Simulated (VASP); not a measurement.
# Mn3Cu (Pm-3m) in VASP: relaxation of cell and atoms with PBE

Aim: the relaxation of cell and atoms of Mn3Cu with PBE.

Everything below comes from runs of VASP 6.6.1. Logs are shortened: lines on timing, memory, paths and dates and some standing lists are left out, and cuts for length are marked.

## 1. The cell of the first run

Symmetry: Pm-3m, No. 221, cubic system. The conventional cell has a = 3.701 Å, b = 3.701 Å, c = 3.701 Å, α = 90.00°, β = 90.00°, γ = 90.00°. Within 3.5 Å of Mn (site symmetry 4/mmm) lie 8 Mn at 2.62 Å and 4 Cu at 2.62 Å. Within 3.5 Å of Cu (site symmetry m-3m) lie 12 Mn at 2.62 Å.

## 2. Relaxation of cell and atoms, PBE, collinear spin, ferromagnetic start

INCAR

```
SYSTEM = Mn3Cu
PREC = Accurate
ENCUT = 820
EDIFF = 1E-7
ISMEAR = 0
SIGMA = 0.1
LREAL = .FALSE.
LASPH = .TRUE.
NELM = 200
ALGO = Normal
ISIF = 3
LWAVE = .FALSE.
LCHARG = .FALSE.
ISPIN = 2
MAGMOM = 2.62 2.62 2.62 0
LORBIT = 11
LMAXMIX = 4
GGA = PE
IBRION = 2
NSW = 90
EDIFFG = -0.04
GGA_COMPAT = .FALSE.
NELMIN = 4
```

KPOINTS

```
Automatic mesh
0
G
  6 6 6
  0 0 0
```

POSCAR

```
Mn3Cu
1.0
    3.7006448473      0.0000000000      0.0000000000
    0.0000000000      3.7006448473      0.0000000000
    0.0000000000      0.0000000000      3.7006448473
Mn Cu
3 1
Direct
    0.0000000000      0.5000000000      0.5000000000
    0.5000000000      0.0000000000      0.5000000000
    0.5000000000      0.5000000000      0.0000000000
    0.0000000000      0.0000000000      0.0000000000
```

Potentials or basis: VASP PAW PBE potentials, release 64 (Mn_sv, Cu_sv_GW).

Launch:

```console
cat potpaw_PBE.64/Mn_sv/POTCAR potpaw_PBE.64/Cu_sv_GW/POTCAR > POTCAR
mpirun -np 1 vasp_std > vasp.out
```

OUTCAR:

```text
SYSTEM = Mn3Cu
   PREC = Accurate
   ENCUT = 820
   EDIFF = 1E-7
   ISMEAR = 0
   LREAL = .FALSE.
   LASPH = .TRUE.
   NELM = 200
   ISIF = 3
   ISPIN = 2
   LORBIT = 11
   GGA = PE
   IBRION = 2
   NSW = 90
   EDIFFG = -0.04
   NELMIN = 4

 ion  position               nearest neighbor table
   1  0.000  0.500  0.500-   2 2.62   3 2.62   4 2.62   3 2.62   4 2.62   2 2.62   4 2.62   4 2.62
                             2 2.62   3 2.62   3 2.62   2 2.62
   2  0.500  0.000  0.500-   1 2.62   3 2.62   4 2.62   3 2.62   4 2.62   1 2.62   3 2.62   3 2.62
                             1 2.62   4 2.62   4 2.62   1 2.62
   3  0.500  0.500  0.000-   1 2.62   2 2.62   4 2.62   1 2.62   2 2.62   2 2.62   4 2.62   2 2.62
                             1 2.62   4 2.62   1 2.62   4 2.62
   4  0.000  0.000  0.000-   1 2.62   2 2.62   3 2.62   1 2.62   2 2.62   1 2.62   3 2.62   1 2.62
                             2 2.62   3 2.62   2 2.62   3 2.62

  LATTYP: Found a simple cubic cell.
 ALAT       =     3.7006448473

  Lattice vectors:

 A1 = (   3.7006448473,   0.0000000000,   0.0000000000)
 A2 = (   0.0000000000,   3.7006448473,   0.0000000000)
 A3 = (   0.0000000000,   0.0000000000,   3.7006448473)

Analysis of symmetry for initial positions (statically):
=====================================================================
 Subroutine PRICEL returns:
 Original cell was already a primitive cell.

 Routine SETGRP: Setting up the symmetry group for a
 simple cubic supercell.

 Subroutine GETGRP returns: Found 48 space group operations
 (whereof 48 operations were pure point group operations)
 out of a pool of 48 trial point group operations.

The static configuration has the point symmetry O_h .

Analysis of symmetry for dynamics (positions and initial velocities):
=====================================================================
 Subroutine PRICEL returns:
 Original cell was already a primitive cell.

 Routine SETGRP: Setting up the symmetry group for a
 simple cubic supercell.

 Subroutine GETGRP returns: Found 48 space group operations
 (whereof 48 operations were pure point group operations)
 out of a pool of 48 trial point group operations.

The dynamic configuration has the point symmetry O_h .

Analysis of structural, dynamic, and magnetic symmetry:
=====================================================================
 Subroutine PRICEL returns:
 Original cell was already a primitive cell.

 Routine SETGRP: Setting up the symmetry group for a
 simple cubic supercell.

 Subroutine GETGRP returns: Found 48 space group operations
 (whereof 48 operations were pure point group operations)
 out of a pool of 48 trial point group operations.

The overall configuration has the point symmetry O_h .

 Subroutine INISYM returns: Found 48 space group operations
 (whereof 48 operations are pure point group operations),
 and found     1 'primitive' translations

----------------------------------------------------------------------------------------

                                     Primitive cell

  volume of cell :      50.6795

  direct lattice vectors                    reciprocal lattice vectors
     3.700644847  0.000000000  0.000000000     0.270223175  0.000000000  0.000000000
     0.000000000  3.700644847  0.000000000     0.000000000  0.270223175  0.000000000
     0.000000000  0.000000000  3.700644847     0.000000000  0.000000000  0.270223175

  length of vectors
     3.700644847  3.700644847  3.700644847     0.270223175  0.270223175  0.270223175

  position of ions in fractional coordinates (direct lattice)
     0.000000000  0.500000000  0.500000000
     0.500000000  0.000000000  0.500000000
     0.500000000  0.500000000  0.000000000
     0.000000000  0.000000000  0.000000000

  ion indices of the primitive-cell ions
   primitive index   ion index
                 1           1
                 2           2
                 3           3
                 4           4

----------------------------------------------------------------------------------------

 KPOINTS: Automatic mesh

Automatic generation of k-mesh.
 Grid dimensions read from file:
 generate k-points for:    6    6    6

 Generating k-lattice:

  Cartesian coordinates                     Fractional coordinates (reciprocal lattice)
     0.045037196  0.000000000  0.000000000     0.166666667  0.000000000  0.000000000
     0.000000000  0.045037196  0.000000000     0.000000000  0.166666667  0.000000000
     0.000000000  0.000000000  0.045037196     0.000000000  0.000000000  0.166666667

  Length of vectors
     0.045037196  0.045037196  0.045037196

  Shift w.r.t. Gamma in fractional coordinates (k-lattice)
     0.000000000  0.000000000  0.000000000

 Subroutine IBZKPT returns following result:
 ===========================================

 Found     20 irreducible k-points:

 Following reciprocal coordinates:
            Coordinates               Weight
  0.000000  0.000000  0.000000      1.000000
  0.166667  0.000000  0.000000      6.000000
  0.333333  0.000000  0.000000      6.000000
  0.500000  0.000000  0.000000      3.000000
  0.166667  0.166667  0.000000     12.000000
  0.333333  0.166667  0.000000     24.000000
[... 12 lines left out ...]
  0.500000  0.500000  0.333333      6.000000
  0.500000  0.500000  0.500000      1.000000
   k-points           NKPTS =     20   k-points in BZ     NKDIM =     20   number of bands    NBANDS=     42
   number of dos      NEDOS =    301   number of ions     NIONS =      4
   total plane-waves  NPLWV =  46656
   dimension x,y,z NGX =    36 NGY =   36 NGZ =   36
   dimension x,y,z NGXF=    72 NGYF=   72 NGZF=   72
   ions per type =               3   1
   NGX,Y,Z   is equivalent  to a cutoff of  16.17, 16.17, 16.17 a.u.
   NGXF,Y,Z  is equivalent  to a cutoff of  32.34, 32.34, 32.34 a.u.
 SYSTEM =  Mn3Cu
   PREC   = accura    normal or accurate (medium, high low for compatibility)
   ISTART =      0    job   : 0-new  1-cont  2-samecut
   ICHARG =      2    charge: 1-file 2-atom 10-const
   ISPIN  =      2    spin polarized calculation?
   LNONCOLLINEAR =      F non collinear calculations
   LSORBIT =      F    spin-orbit coupling
   LASPH  =      T    aspherical Exc in radial PAW
   ENCUT  =  820.0 eV  60.27 Ry    7.76 a.u.   8.64  8.64  8.64*2*pi/ulx,y,z
   NELM   =    200;   NELMIN=  4; NELMDL= -5     # of ELM steps
   EDIFF  = 0.1E-06   stopping-criterion for ELM
   LREAL  =      F    real-space projection
   EDIFFG = -.4E-01   stopping-criterion for IOM
   NSW    =     90    number of steps for IOM
   IBRION =      2    ionic relax: 0-MD 1-quasi-New 2-CG
   NFREE  =      1    steps in history (QN), initial steepest desc. (CG)
   ISIF   =      3    stress and relaxation
   ISYM   =      2    0-nonsym 1-usesym 2-fastsym
   POTIM  = 0.5000    time-step for ionic-motion
   TEBEG  =    0.0;   TEEND  =   0.0 temperature during run
   PSTRESS=    0.0 pullay stress
   NELECT =      64.0000    total number of electrons
   NUPDOWN=      -1.0000    fix difference up-down
   EMIN   =  10.00;   EMAX   =-10.00  energy-range for DOS
   EFERMI =   0.00;   METHOD = LEGACY
   ISMEAR =     0;   SIGMA  =   0.10  broadening in eV -4-tet -1-fermi 0-gaus
   EFERMI_NEDOS =   21; number of points for ismear=-14 and -15
   IALGO  =     38    algorithm
   IMIX   =      4    mixing-type and parameters
     AMIX     =   0.40;   BMIX     =  1.00
     AMIX_MAG =   1.60;   BMIX_MAG =  1.00
  volume/ion in A,a.u.               =      12.67        85.50
  Fermi-wavevector in a.u.,A,eV,Ry     =   1.769528  3.343923 42.602957  3.131229
  Thomas-Fermi vector in A             =   2.836499
   LORBIT       =     11    0 simple, 1 ext, 2 COOP (PROOUT), +10 PAW based schemes
   GGA     = PE    functional components
   LHFCALC =     F    Hartree Fock is set to
   AEXX    =    0.0000 exact exchange contribution
   IVDW    =     0    specifies the selected vdW correction
   LEPSILON=     F    determine dielectric tensor
   LRPA    =     F    only Hartree local field effects (RPA)
 conjugate gradient relaxation of ions
 spin polarized calculation
 Gauss-broadening in eV      SIGMA  =   0.10
  energy-cutoff  :      820.00
  volume of cell :       50.68
 maximum number of plane-waves:      2730
 NGX is ok and might be reduce to    36
   NGX = 17   NGY = 17   NGZ = 17

--------------------------------------- Ionic step        1  -------------------------------------------

 number of electron      64.0000053 magnetization       7.3208535

 Free energy of the ion-electron system (eV)
  ---------------------------------------------------
  ext. energy  EPLUGINS =         0.00000000
  ---------------------------------------------------
  free energy    TOTEN  =       -29.67341441 eV

  energy without entropy =      -29.64978588  energy(sigma->0) =      -29.66160014

------------------------ aborting loop because EDIFF is reached ----------------------------------------

  FORCE on cell =-STRESS in cart. coord.  units (eV):
  Direction    XX          YY          ZZ          XY          YZ          ZX
  --------------------------------------------------------------------------------------
  -------------------------------------------------------------------------------------
  Total       -2.1679242     -2.1679242     -2.1679242     -0.0000000     -0.0000000      0.0000000
  in kB      -68.5365836    -68.5365836    -68.5365836     -0.0000000     -0.0000000      0.0000000
  external PRESSURE =     -68.5365836 kB  Pullay stress =       0.0000000 kB

 VOLUME and BASIS-vectors are now :
 -----------------------------------------------------------------------------
  energy-cutoff  :      820.00
  volume of cell :       50.68
      direct lattice vectors                 reciprocal lattice vectors
     3.700644847  0.000000000  0.000000000     0.270223175  0.000000000  0.000000000
     0.000000000  3.700644847  0.000000000     0.000000000  0.270223175  0.000000000
     0.000000000  0.000000000  3.700644847     0.000000000  0.000000000  0.270223175
[... 117 lines left out ...]
 POSITION                                       TOTAL-FORCE (eV/Angst)
 -----------------------------------------------------------------------------------
     -0.00000      1.77639      1.77639        -0.000000      0.000000      0.000000
      1.77639      0.00000      1.77639         0.000000     -0.000000      0.000000
      1.77639      1.77639      0.00000         0.000000      0.000000      0.000000
      0.00000      0.00000      0.00000         0.000000      0.000000      0.000000
 -----------------------------------------------------------------------------------
    total drift:                                0.000000      0.000000      0.000000

  FREE ENERGIE OF THE ION-ELECTRON SYSTEM (eV)
  ---------------------------------------------------
  free  energy   TOTEN  =       -30.0681578939 eV

  energy  without entropy=      -30.0365998922  energy(sigma->0) =      -30.05237889

--------------------------------------- Ionic step        5  -------------------------------------------

 number of electron      64.0000039 magnetization       1.8107697

 Free energy of the ion-electron system (eV)
  ---------------------------------------------------
  ext. energy  EPLUGINS =         0.00000000
  ---------------------------------------------------
  free energy    TOTEN  =       -30.07865008 eV

  energy without entropy =      -30.05209321  energy(sigma->0) =      -30.06537164

 E-fermi :  12.5384     XC(G=0): -13.9660

 val. band max:       12.5361345143   @ k =   0.5000   0.1667   0.1667
 cond. band min:      12.5511775558   @ k =   0.3333   0.3333   0.3333
 fundamental gap:      0.0150430415
 Fermi energy:        12.5383738966

 spin component 1

 k-point     1 :       0.0000    0.0000    0.0000
  band No.  band energies     occupation
      1    -101.0352      1.00000
      2     -67.1737      1.00000
      3     -67.0330      1.00000
      4     -67.0330      1.00000
      5     -58.3798      1.00000
      6     -58.3798      1.00000
[... 889 lines left out ...]
     41      18.8017      0.00000
     42      20.2838      0.00000
 Fermi energy:        12.5383738966

 spin component 2

 k-point     1 :       0.0000    0.0000    0.0000
  band No.  band energies     occupation
      1    -101.0379      1.00000
      2     -66.4899      1.00000
      3     -66.3463      1.00000
      4     -66.3463      1.00000
      5     -58.3834      1.00000
      6     -58.3834      1.00000
[... 911 lines left out ...]
 POSITION                                       TOTAL-FORCE (eV/Angst)
 -----------------------------------------------------------------------------------
     -0.00000      1.76442      1.76442        -0.000000      0.000000      0.000000
      1.76442      0.00000      1.76442         0.000000     -0.000000      0.000000
      1.76442      1.76442      0.00000         0.000000      0.000000      0.000000
      0.00000      0.00000      0.00000         0.000000      0.000000      0.000000
 -----------------------------------------------------------------------------------
    total drift:                                0.000000      0.000000      0.000000

  FREE ENERGIE OF THE ION-ELECTRON SYSTEM (eV)
  ---------------------------------------------------
  free  energy   TOTEN  =       -30.0786500838 eV

  energy  without entropy=      -30.0520932051  energy(sigma->0) =      -30.06537164

 reached required accuracy - stopping structural energy minimisation

 total charge

# of ion       s       p       d       f       tot
--------------------------------------------------
    1        2.235   6.069   4.686   0.000  12.990
    2        2.235   6.069   4.686   0.000  12.990
    3        2.235   6.069   4.686   0.000  12.990
    4        2.362   6.619   8.777   0.006  17.764
--------------------------------------------------
tot          9.068  24.827  22.834   0.006  56.734

 magnetization (x)

# of ion       s       p       d       f       tot
--------------------------------------------------
    1        0.002   0.000   0.587   0.000   0.589
    2        0.002   0.000   0.587   0.000   0.589
    3        0.002   0.000   0.587   0.000   0.589
    4       -0.007  -0.016  -0.003   0.000  -0.025
--------------------------------------------------
tot         -0.001  -0.015   1.759   0.000   1.743
```

Wall time 24 min (1 thread of Intel Xeon Platinum 8488C (Sapphire Rapids), shared host); peak memory 0.33 GiB.

What came out:

- Free energy: -30.0787 eV
- Relaxed volume: 10.99 Å³/atom
- Relaxed cell: a = 3.529 Å, b = 3.529 Å, c = 3.529 Å, α = 90.00°, β = 90.00°, γ = 90.00°
- Space group after relaxing (to 0.1 Å): Pm-3m (No. 221)
- Energy gained by relaxing: 101.3 meV/atom
- Ionic steps: 5
- Pressure after relaxing: 0.3 GPa
- Net moment: 1.81 μB per cell
- Site moments: Mn +0.59; Cu -0.03 μB
- Valence electrons inside the program's atomic spheres: Mn 12.99; Cu 17.76

The path:
```
step  energy change (eV)  largest force (eV/Å)  pressure (GPa)  volume (Å³)
   1              0.0000                0.0000           -6.85        50.68
   2             -0.3019                0.0000          -11.34        46.81
   3              0.9221                0.0000           68.24        36.38
   4             -0.3947                0.0000           -3.95        44.84
   5             -0.4052                0.0000            0.29        43.94
```

Final structure:
```yaml
crystal:
  lattice:
    - [3.52884, 0.00000, 0.00000]
    - [0.00000, 3.52884, 0.00000]
    - [0.00000, 0.00000, 3.52884]
  atoms:
    - { symbol: Mn, position: [0.00000, 0.50000, 0.50000] }
    - { symbol: Mn, position: [0.50000, 0.00000, 0.50000] }
    - { symbol: Mn, position: [0.50000, 0.50000, 0.00000] }
    - { symbol: Cu, position: [0.00000, 0.00000, 0.00000] }
```
